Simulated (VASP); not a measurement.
# WSe2 in VASP: notebook, part 2 of 2

VASP 6.6.1.

## Step 3: Single point, PBE+D3(BJ) (strain +0.0600 x Voigt [0, 1, 0, 0, 0, 0])

Input file INCAR:

```
PREC = Accurate
ENCUT = 520
EDIFF = 1E-6
ISMEAR = 0
SIGMA = 0.05
LREAL = F
LASPH = T
NELM = 80
ALGO = Normal
ISIF = 2
LWAVE = F
LCHARG = F
GGA = PE
IVDW = 12
NBANDS = 20
```

Input file KPOINTS:

```
Automatic mesh
0
Gamma
  9 9 2
```

Input file POSCAR:

```
WSe2
1.0
    3.3179375931      0.0000000000      0.0000000000
   -1.6589687966      3.0458233384      0.0000000000
    0.0000000000      0.0000000000     16.6581424200
W Se
1 2
Direct
    0.0000000000      0.0000000000      0.0000000000
    0.3333333333      0.6666666667      0.0997865200
    0.3333333333      0.6666666667      0.9002134800
```

Potentials or basis: VASP PAW PBE potentials, release 64 (W_sv, Se).

Launch:

```bash
$ cat potpaw_PBE.64/W_sv/POTCAR potpaw_PBE.64/Se/POTCAR > POTCAR
$ mpirun -np 1 vasp_std > vasp.out
```

OUTCAR:

```text
PREC = Accurate
   ENCUT = 520
   EDIFF = 1E-6
   ISMEAR = 0
   LREAL = F
   LASPH = T
   NELM = 80
   ISIF = 2
   GGA = PE
   IVDW = 12
 IVDW          = 12

 ion  position               nearest neighbor table
   1  0.000  0.000  0.000-   2 2.56   3 2.56   2 2.56   3 2.56   2 2.62   3 2.62
   2  0.333  0.667  0.100-   1 2.56   1 2.56   1 2.62
   3  0.333  0.667  0.900-   1 2.56   1 2.56   1 2.62

  LATTYP: Found a base centered orthorhombic cell.
 ALAT       =     3.3179375931
 B/A-ratio  =     1.8359738560
 C/A-ratio  =     5.0206316281

  Lattice vectors:

 A1 = (   1.6589687966,  -3.0458233384,   0.0000000000)
 A2 = (   1.6589687965,   3.0458233384,   0.0000000000)
 A3 = (   0.0000000000,   0.0000000000,  16.6581424200)

Analysis of symmetry for initial positions (statically):
=====================================================================
 Subroutine PRICEL returns:
 Original cell was already a primitive cell.

 Routine SETGRP: Setting up the symmetry group for a
 base centered orthorhombic supercell.

 Subroutine GETGRP returns: Found  4 space group operations
 (whereof  4 operations were pure point group operations)
 out of a pool of  8 trial point group operations.

The static configuration has the point symmetry C_2v.

Analysis of symmetry for dynamics (positions and initial velocities):
=====================================================================
 Subroutine PRICEL returns:
 Original cell was already a primitive cell.

 Routine SETGRP: Setting up the symmetry group for a
 base centered orthorhombic supercell.

 Subroutine GETGRP returns: Found  4 space group operations
 (whereof  4 operations were pure point group operations)
[... 116 lines left out ...]
   NUPDOWN=      -1.0000    fix difference up-down
   EMIN   =  10.00;   EMAX   =-10.00  energy-range for DOS
   EFERMI =   0.00;   METHOD = LEGACY
   ISMEAR =     0;   SIGMA  =   0.05  broadening in eV -4-tet -1-fermi 0-gaus
   EFERMI_NEDOS =   21; number of points for ismear=-14 and -15
   IALGO  =     38    algorithm
   IMIX   =      4    mixing-type and parameters
     AMIX     =   0.40;   BMIX     =  1.00
     AMIX_MAG =   1.60;   BMIX_MAG =  1.00
  volume/ion in A,a.u.               =      56.11       378.68
  Fermi-wavevector in a.u.,A,eV,Ry     =   0.878347  1.659835 10.496805  0.771493
  Thomas-Fermi vector in A             =   1.998421
   LORBIT       =      0    0 simple, 1 ext, 2 COOP (PROOUT), +10 PAW based schemes
   GGA     = PE    functional components
   LHFCALC =     F    Hartree Fock is set to
   AEXX    =    0.0000 exact exchange contribution
   IVDW    =    12    specifies the selected vdW correction
   LEPSILON=     F    determine dielectric tensor
   LRPA    =     F    only Hartree local field effects (RPA)
 non-spin polarized calculation
 Gauss-broadening in eV      SIGMA  =   0.05
  energy-cutoff  :      520.00
  volume of cell :      168.34
 maximum number of plane-waves:      4568
 NGX is ok and might be reduce to    28
   NGX = 13   NGY = 13   NGZ = 61

 number of electron      25.9999996 magnetization

 Free energy of the ion-electron system (eV)
  ---------------------------------------------------
  ext. energy  EPLUGINS =         0.00000000
  ---------------------------------------------------
  free energy    TOTEN  =       -21.50969869 eV

  energy without entropy =      -21.50969869  energy(sigma->0) =      -21.50969869

 E-fermi :  -0.8110     XC(G=0):  -4.6551

 val. band max:       -1.1587843041   @ k =   0.3333   0.3333   0.0000
 cond. band min:       0.0930023889   @ k =   0.3333   0.3333   0.5000
 fundamental gap:      1.2517866930
 Fermi energy:        -0.8109834277

 k-point     1 :       0.0000    0.0000    0.0000
  band No.  band energies     occupation
      1     -75.3344      2.00000
      2     -39.5063      2.00000
      3     -39.4965      2.00000
      4     -39.4122      2.00000
      5     -15.5385      2.00000
      6     -14.3334      2.00000
[... 541 lines left out ...]
     19       5.6803      0.00000
     20       5.9710      0.00000

 [... further k-points ...]

------------------------ aborting loop because EDIFF is reached ----------------------------------------

 Edisp (eV)   -0.94095

 E8    (eV) :    -0.4459

  FORCE on cell =-STRESS in cart. coord.  units (eV):
  Direction    XX          YY          ZZ          XY          YZ          ZX
  --------------------------------------------------------------------------------------
  -------------------------------------------------------------------------------------
  Total      -1.82028    -4.98897    -1.20943     0.00000     0.00000     0.00000
  in kB     -17.32400   -47.48119   -11.51045     0.00000     0.00000     0.00000
  external pressure =      -25.44 kB  Pullay stress =        0.00 kB

 VOLUME and BASIS-vectors are now :
 -----------------------------------------------------------------------------
  energy-cutoff  :      520.00
  volume of cell :      168.34
      direct lattice vectors                 reciprocal lattice vectors
     3.317937593  0.000000000  0.000000000     0.301392046  0.164159225  0.000000000
    -1.658968797  3.045823338  0.000000000     0.000000000  0.328318451  0.000000000
     0.000000000  0.000000000 16.658142420     0.000000000  0.000000000  0.060030703

 POSITION                                       TOTAL-FORCE (eV/Angst)
 -----------------------------------------------------------------------------------
      0.00000      0.00000      0.00000        -0.000000      0.274637      0.000000
     -0.00000      2.03055      1.66226         0.000000     -0.137318     -0.355423
     -0.00000      2.03055     14.99588         0.000000     -0.137318      0.355423
 -----------------------------------------------------------------------------------
    total drift:                                0.000000     -0.000080      0.000000

  FREE ENERGIE OF THE ION-ELECTRON SYSTEM (eV)
  ---------------------------------------------------
  free  energy   TOTEN  =       -22.4506454079 eV

  energy  without entropy=      -22.4506454079  energy(sigma->0) =      -22.45064541
```

OSZICAR:

```text
N       E                     dE             d eps       ncg     rms          rms(c)
DAV:   1     0.166334218045E+03    0.16633E+03   -0.11850E+04  2384   0.109E+03
DAV:   2    -0.928843548191E+01   -0.17562E+03   -0.16958E+03  2620   0.253E+02
DAV:   3    -0.224156624021E+02   -0.13127E+02   -0.13038E+02  2732   0.634E+01
[... 12 lines left out ...]
DAV:  16    -0.215096328278E+02   -0.65174E-04   -0.53629E-06  2404   0.817E-03    0.624E-03
DAV:  17    -0.215096838376E+02   -0.51010E-04   -0.25489E-06  2012   0.514E-03    0.145E-03
DAV:  18    -0.215096933149E+02   -0.94773E-05   -0.26861E-07  2084   0.210E-03    0.831E-04
DAV:  19    -0.215096979462E+02   -0.46313E-05   -0.20435E-07  1680   0.148E-03    0.172E-04
DAV:  20    -0.215096986884E+02   -0.74215E-06   -0.19155E-08  1584   0.487E-04
   1 F= -.22450645E+02 E0= -.22450645E+02  d E =-.674572E-24
```

stdout:

```text
POSCAR found type information on POSCAR W Se
 POSCAR found :  2 types and       3 ions
 scaLAPACK will be used
 LDA part: xc-table for (Slater+PW92), standard interpolation
 POSCAR, INCAR and KPOINTS ok, starting setup
 FFT: planning ... GRIDC
 FFT: planning ... GRID_SOFT
 FFT: planning ... GRID
 WAVECAR not read
 entering main loop
```

Wall time 1.8 min (1 thread of Intel Xeon 6975P-C (Granite Rapids), shared host); peak memory 0.41 GiB.

Results:

```
Free energy                : -22.4506 eV
Largest force              : 0.381 eV/Å
Band gap on the k mesh     : 1.25 eV
Dispersion energy per atom : -0.314 eV
```

Forces on the atoms (eV/Å):
```
W    0.000  0.275  0.000
Se   0.000 -0.137 -0.355
Se   0.000 -0.137  0.355
```

Levels at points of the mesh, in eV from the valence-band top:
| k point | band 9 | band 10 | band 11 | band 12 | band 13 | band 14 | band 15 | band 16 | band 17 | band 18 |
| --- | --- | --- | --- | --- | --- | --- | --- | --- | --- | --- |
| (0.00, 0.00, 0.00) | -2.11 | -1.89 | -1.44 | -1.24 | -0.08 | 2.42 | 2.64 | 2.93 | 3.10 | 3.98 |
| (0.00, 0.00, 0.50) | -2.11 | -1.89 | -1.44 | -1.24 | -0.08 | 2.42 | 2.64 | 2.93 | 3.10 | 4.00 |

Caveat: the cell differs from its parent crystal (strain +0.0600 x Voigt [0, 1, 0, 0, 0, 0]); spin-orbit coupling is left out, which moves the levels of the heavy elements.
